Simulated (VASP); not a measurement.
# TePb (Fm-3m) in VASP: further runs, part 2 of 2

VASP 6.6.1. The steps go on from the part before.

**4. Single point, PBEsol**

This run uses another cell than the first one, of 33.94 Å³/atom, 1.004 times its volume.

INCAR reads:

```
SYSTEM = TePb
PREC = Accurate ; ENCUT = 520
EDIFF = 1E-6 ; ISMEAR = 0
SIGMA = 0.05 ; LREAL = .False.
LASPH = .True. ; NELM = 80
ALGO = Normal ; ISIF = 2
LWAVE = .False. ; LCHARG = .True.
GGA = PS ; LELF = .True.
LVHAR = .True. ; NBANDS = 17
```

KPOINTS reads:

```
regular mesh
0
Gamma
  8 8 8
  0 0 0
```

POSCAR reads:

```
TePb
1.0
    0.0000000000      3.2377225259      3.2377225259
    3.2377225259      0.0000000000      3.2377225259
    3.2377225259      3.2377225259      0.0000000000
Pb Te
1 1
Direct
    0.5000000000      0.5000000000      0.5000000000
    0.0000000000      0.0000000000      0.0000000000
```

Potentials or basis: VASP PAW PBE potentials, release 64 (Pb_d, Te).

Launch:

```sh
cat potpaw_PBE.64/Pb_d/POTCAR potpaw_PBE.64/Te/POTCAR > POTCAR
mpirun -np 1 vasp_std > vasp.out
```

OUTCAR:

```text
SYSTEM = TePb
   PREC = Accurate
   ENCUT = 520
   EDIFF = 1E-6
   ISMEAR = 0
   LREAL = .False.
   LASPH = .True.
   NELM = 80
   ISIF = 2
   GGA = PS

 ion  position               nearest neighbor table
   1  0.500  0.500  0.500-   2 3.24   2 3.24   2 3.24   2 3.24   2 3.24   2 3.24
   2  0.000  0.000  0.000-   1 3.24   1 3.24   1 3.24   1 3.24   1 3.24   1 3.24

  LATTYP: Found a face centered cubic cell.
 ALAT       =     6.4754450518

  Lattice vectors:

 A1 = (   0.0000000000,   3.2377225259,   3.2377225259)
 A2 = (   3.2377225259,   0.0000000000,   3.2377225259)
 A3 = (   3.2377225259,   3.2377225259,   0.0000000000)

Analysis of symmetry for initial positions (statically):
=====================================================================
 Subroutine PRICEL returns:
 Original cell was already a primitive cell.

 Routine SETGRP: Setting up the symmetry group for a
 face centered cubic supercell.

 Subroutine GETGRP returns: Found 48 space group operations
 (whereof 48 operations were pure point group operations)
 out of a pool of 48 trial point group operations.

The static configuration has the point symmetry O_h .
[... 156 lines left out ...]
  ext. energy  EPLUGINS =         0.00000000
  ---------------------------------------------------
  free energy    TOTEN  =        -8.25709276 eV

  energy without entropy =       -8.25709276  energy(sigma->0) =       -8.25709276

 E-fermi :   5.5974     XC(G=0):  -9.4426

 val. band max:        5.3770130250   @ k =   0.5000   0.0000   0.0000
 cond. band min:       6.0588867402   @ k =   0.5000   0.0000   0.0000
 fundamental gap:      0.6818737152
 Fermi energy:         5.5974046970

 k-point     1 :       0.0000    0.0000    0.0000
  band No.  band energies     occupation
      1     -11.2382      2.00000
      2     -11.2382      2.00000
      3     -11.2279      2.00000
      4     -11.2279      2.00000
      5     -11.2279      2.00000
      6      -6.6022      2.00000
[... 457 lines left out ...]
      4     -11.2161      2.00000
      5     -11.2080      2.00000
      6      -4.9887      2.00000
[... 9 lines left out ...]
     16      15.1636      0.00000
     17      15.4198      0.00000

 [... further k-points ...]
[... 5 lines left out ...]
  --------------------------------------------------------------------------------------
  -------------------------------------------------------------------------------------
  Total       -0.2910285     -0.2910285     -0.2910285      0.0000000      0.0000000      0.0000000
  in kB       -6.8690585     -6.8690585     -6.8690585      0.0000000      0.0000000      0.0000000
  external PRESSURE =      -6.8690585 kB  Pullay stress =       0.0000000 kB

 VOLUME and BASIS-vectors are now :
 -----------------------------------------------------------------------------
  energy-cutoff  :      520.00
  volume of cell :       67.88
      direct lattice vectors                 reciprocal lattice vectors
     0.000000000  3.237722526  3.237722526    -0.154429540  0.154429540  0.154429540
     3.237722526  0.000000000  3.237722526     0.154429540 -0.154429540  0.154429540
     3.237722526  3.237722526  0.000000000     0.154429540  0.154429540 -0.154429540

 POSITION                                       TOTAL-FORCE (eV/Angst)
 -----------------------------------------------------------------------------------
      3.23772      3.23772      3.23772         0.000000      0.000000      0.000000
      0.00000      0.00000      0.00000        -0.000000     -0.000000     -0.000000
 -----------------------------------------------------------------------------------
    total drift:                                0.000000      0.000000      0.000000

  FREE ENERGIE OF THE ION-ELECTRON SYSTEM (eV)
  ---------------------------------------------------
  free  energy   TOTEN  =        -8.2570927573 eV

  energy  without entropy=       -8.2570927573  energy(sigma->0) =       -8.25709276
```

stdout:

```text
POSCAR found type information on POSCAR PbTe
 POSCAR found :  2 types and       2 ions
 scaLAPACK will be used
 -----------------------------------------------------------------------------
|                                                                             |
|                                                                             |
|     You enforced a specific xc type in the INCAR file but a different       |
|     I HOPE YOU KNOW WHAT YOU ARE DOING!                                     |
|                                                                             |
 -----------------------------------------------------------------------------

 LDA part: xc-table for (Slater+PW92), standard interpolation
 POSCAR, INCAR and KPOINTS ok, starting setup
 FFT: planning ... GRIDC
 FFT: planning ... GRID_SOFT
 FFT: planning ... GRID
 WAVECAR not read
 entering main loop
```

Run time: 21 s. Hardware: 1 thread of AMD EPYC 9R45 (Zen 5), shared host; peak memory 0.18 GiB.

What came out:

```
Free energy            : -8.2571 eV
Pressure               : -0.7 GPa
Band gap on the k mesh : 0.68 eV, direct
```

Levels at points of the mesh, in eV from the valence-band top:
```csv
k point,band 8,band 9,band 10,band 11,band 12,band 13
"(0.00, 0.00, 0.00)",-1.31,-1.31,-1.31,4.05,4.05,4.05
"(0.50, 0.00, 0.00)",-0.85,-0.85,0.00,0.68,1.26,1.26
"(0.50, 0.50, 0.00)",-4.47,-2.76,-2.76,3.24,5.44,5.44
```

Caveat: the PAW data sets were made with another functional, which shifts forces and pressure a little; spin-orbit coupling is left out, which moves the levels of the heavy elements. A k mesh can miss the band edges.

**5. Single point, PBEsol (volume scaled by 1.020)**

INCAR reads:

```
SYSTEM = TePb
ALGO = Normal
EDIFF = 1E-7
ENCUT = 520
GGA = PS
ISIF = 2
ISMEAR = 0
LASPH = .True.
LCHARG = .False.
LREAL = .False.
LWAVE = .False.
NBANDS = 17
NELM = 60
PREC = Accurate
SIGMA = 0.05
```

KPOINTS reads:

```
k-points
0
Gamma
  8 8 8
  0 0 0
```

POSCAR reads:

```
TePb
1.0
    0.0000000000      3.2428390011      3.2428390011
    3.2428390011      0.0000000000      3.2428390011
    3.2428390011      3.2428390011      0.0000000000
Pb Te
1 1
Direct
    0.5000000000      0.5000000000      0.5000000000
    0.0000000000      0.0000000000      0.0000000000
```

Launch:

```sh
cat potpaw_PBE.64/Pb_d/POTCAR potpaw_PBE.64/Te/POTCAR > POTCAR
mpirun -np 1 vasp_std > vasp.out
```

Wall time 23 s (1 thread of AMD EPYC 9R45 (Zen 5), shared host); peak memory 0.18 GiB.

It converged, with:

```yaml
Free_energy: -8.2556 eV
Pressure: -0.9 GPa
Band_gap_on_the_k_mesh: 0.69 eV, direct
```

Levels at points of the mesh, in eV from the valence-band top:
```csv
k point,band 8,band 9,band 10,band 11,band 12,band 13
"(0.00, 0.00, 0.00)",-1.29,-1.29,-1.29,4.05,4.05,4.05
"(0.50, 0.00, 0.00)",-0.83,-0.83,0.00,0.69,1.28,1.28
"(0.50, 0.50, 0.00)",-4.43,-2.74,-2.74,3.26,5.43,5.43
```

Caveat: the cell differs from its parent crystal (volume scaled by 1.020); the PAW data sets were made with another functional, which shifts forces and pressure a little; spin-orbit coupling is left out, which moves the levels of the heavy elements. A k mesh can miss the band edges.

**6. Single point, PBEsol (volume scaled by 1.040)**

INCAR reads:

```
ALGO = Normal
EDIFF = 1E-7
ENCUT = 520
GGA = PS
ISIF = 2
ISMEAR = 0
LASPH = T
LCHARG = T
LELF = T
LREAL = F
LVHAR = T
LWAVE = F
NBANDS = 17
NELM = 60
PREC = Accurate
SIGMA = 0.05
```

KPOINTS reads:

```
k-points
0
Gamma
  8 8 8
```

POSCAR reads:

```
TePb
1.0
    0.0000000000      3.2638969872      3.2638969872
    3.2638969872      0.0000000000      3.2638969872
    3.2638969872      3.2638969872      0.0000000000
Pb Te
1 1
Direct
    0.5000000000      0.5000000000      0.5000000000
    0.0000000000      0.0000000000      0.0000000000
```

Potentials or basis: VASP PAW PBE potentials, release 64 (Pb_d, Te).

Launch:

```sh
cat potpaw_PBE.64/Pb_d/POTCAR potpaw_PBE.64/Te/POTCAR > POTCAR
mpirun -np 1 vasp_std > vasp.out
```

OUTCAR:

```text
EDIFF = 1E-7
   ENCUT = 520
   GGA = PS
   ISIF = 2
   ISMEAR = 0
   LASPH = T
   LREAL = F
   NELM = 60
   PREC = Accurate

 ion  position               nearest neighbor table
   1  0.500  0.500  0.500-   2 3.26   2 3.26   2 3.26   2 3.26   2 3.26   2 3.26
   2  0.000  0.000  0.000-   1 3.26   1 3.26   1 3.26   1 3.26   1 3.26   1 3.26

  LATTYP: Found a face centered cubic cell.
 ALAT       =     6.5277939744

  Lattice vectors:

 A1 = (   0.0000000000,   3.2638969872,   3.2638969872)
 A2 = (   3.2638969872,   0.0000000000,   3.2638969872)
[... 191 lines left out ...]
      6      -6.7116      2.00000
[... 457 lines left out ...]
      4     -11.4882      2.00000
      5     -11.4809      2.00000
      6      -5.1750      2.00000
[... 9 lines left out ...]
     16      14.8448      0.00000
     17      15.0863      0.00000

 [... further k-points ...]
[... 5 lines left out ...]
  --------------------------------------------------------------------------------------
  -------------------------------------------------------------------------------------
  Total       -0.7081866     -0.7081866     -0.7081866     -0.0000000      0.0000000      0.0000000
  in kB      -16.3161975    -16.3161975    -16.3161975     -0.0000000      0.0000000      0.0000000
  external PRESSURE =     -16.3161975 kB  Pullay stress =       0.0000000 kB

 VOLUME and BASIS-vectors are now :
 -----------------------------------------------------------------------------
  energy-cutoff  :      520.00
  volume of cell :       69.54
      direct lattice vectors                 reciprocal lattice vectors
     0.000000000  3.263896987  3.263896987    -0.153191109  0.153191109  0.153191109
     3.263896987  0.000000000  3.263896987     0.153191109 -0.153191109  0.153191109
     3.263896987  3.263896987  0.000000000     0.153191109  0.153191109 -0.153191109

 POSITION                                       TOTAL-FORCE (eV/Angst)
 -----------------------------------------------------------------------------------
      3.26390      3.26390      3.26390         0.000000      0.000000      0.000000
      0.00000      0.00000      0.00000        -0.000000     -0.000000      0.000000
 -----------------------------------------------------------------------------------
    total drift:                                0.000000      0.000000      0.000000

  FREE ENERGIE OF THE ION-ELECTRON SYSTEM (eV)
  ---------------------------------------------------
  free  energy   TOTEN  =        -8.2454582718 eV

  energy  without entropy=       -8.2454582718  energy(sigma->0) =       -8.24545827
```

OSZICAR:

```text
N       E                     dE             d eps       ncg     rms          rms(c)
DAV:   1     0.148014027241E+03    0.14801E+03   -0.90747E+03   986   0.113E+03
DAV:   2     0.184975426871E+01   -0.14616E+03   -0.14161E+03  1071   0.284E+02
DAV:   3    -0.812408467316E+01   -0.99738E+01   -0.97643E+01  1289   0.797E+01
DAV:   4    -0.836948922055E+01   -0.24540E+00   -0.24521E+00  1235   0.146E+01
DAV:   5    -0.837899901026E+01   -0.95098E-02   -0.95093E-02  1445   0.258E+00    0.315E+00
DAV:   6    -0.825110385594E+01    0.12790E+00   -0.28149E-01  1432   0.384E+00    0.189E+00
DAV:   7    -0.824508579536E+01    0.60181E-02   -0.75597E-02  1272   0.138E+00    0.866E-01
DAV:   8    -0.824564221529E+01   -0.55642E-03   -0.90448E-03  1246   0.970E-01    0.138E-01
DAV:   9    -0.824544443903E+01    0.19778E-03   -0.14329E-03  1457   0.377E-01    0.518E-02
DAV:  10    -0.824545691368E+01   -0.12475E-04   -0.11047E-04  1223   0.850E-02    0.239E-02
DAV:  11    -0.824545832523E+01   -0.14116E-05   -0.18111E-05  1356   0.308E-02    0.716E-03
DAV:  12    -0.824545845060E+01   -0.12536E-06   -0.11440E-06  1314   0.114E-02    0.608E-03
DAV:  13    -0.824545826228E+01    0.18832E-06   -0.13407E-07   861   0.301E-03    0.328E-03
DAV:  14    -0.824545827184E+01   -0.95629E-08   -0.11392E-07   669   0.239E-03
   1 F= -.82454583E+01 E0= -.82454583E+01  d E =-.455936E-15
```

Wall time 24 s (1 thread of AMD EPYC 9R45 (Zen 5), shared host); peak memory 0.18 GiB.

Results:

| Quantity | Value |
| --- | --- |
| Free energy | -8.2455 eV |
| Pressure | -1.6 GPa |
| Band gap on the k mesh | 0.73 eV, direct |

Levels at points of the mesh, in eV from the valence-band top:
| k point | band 6 | band 7 | band 8 | band 9 | band 10 | band 11 | band 12 | band 13 | band 14 | band 15 |
| --- | --- | --- | --- | --- | --- | --- | --- | --- | --- | --- |
| (0.00, 0.00, 0.00) | -11.78 | -5.68 | -1.21 | -1.21 | -1.21 | 4.03 | 4.03 | 4.03 | 5.83 | 5.83 |
| (0.50, 0.00, 0.00) | -10.42 | -8.44 | -0.77 | -0.77 | 0.00 | 0.73 | 1.33 | 1.33 | 8.26 | 9.13 |
| (0.50, 0.50, 0.00) | -10.20 | -7.26 | -4.28 | -2.62 | -2.62 | 3.35 | 5.36 | 5.36 | 6.52 | 10.07 |

Caveat: the cell differs from its parent crystal (volume scaled by 1.040); the PAW data sets were made with another functional, which shifts forces and pressure a little; spin-orbit coupling is left out, which moves the levels of the heavy elements.

**7. The runs side by side**

```tsv
cell	gap on the mesh (eV)	pressure (GPa)
a = 4.572 Å, angles 60.0°, 2 atoms	0.67	-0.5
a = 4.556 Å, angles 60.0°, 2 atoms	0.65	0.0
a = 4.579 Å, angles 60.0°, 2 atoms	0.68	-0.7
a = 4.586 Å, angles 60.0°, 2 atoms	0.69	-0.9
a = 4.616 Å, angles 60.0°, 2 atoms	0.73	-1.6
```

Alike in all rows: task single point; level PBEsol; potentials or basis VASP PAW PBE potentials, release 64 (Pb_d, Te); no spin polarisation; k mesh 8 × 8 × 8; cutoff (eV) 520; smearing gaussian 0.05 eV.

Caveats: the PAW data sets were made with another functional, which shifts forces and pressure a little; spin-orbit coupling is left out, which moves the levels of the heavy elements.

Absolute energies hang on the potentials; compare differences alone.
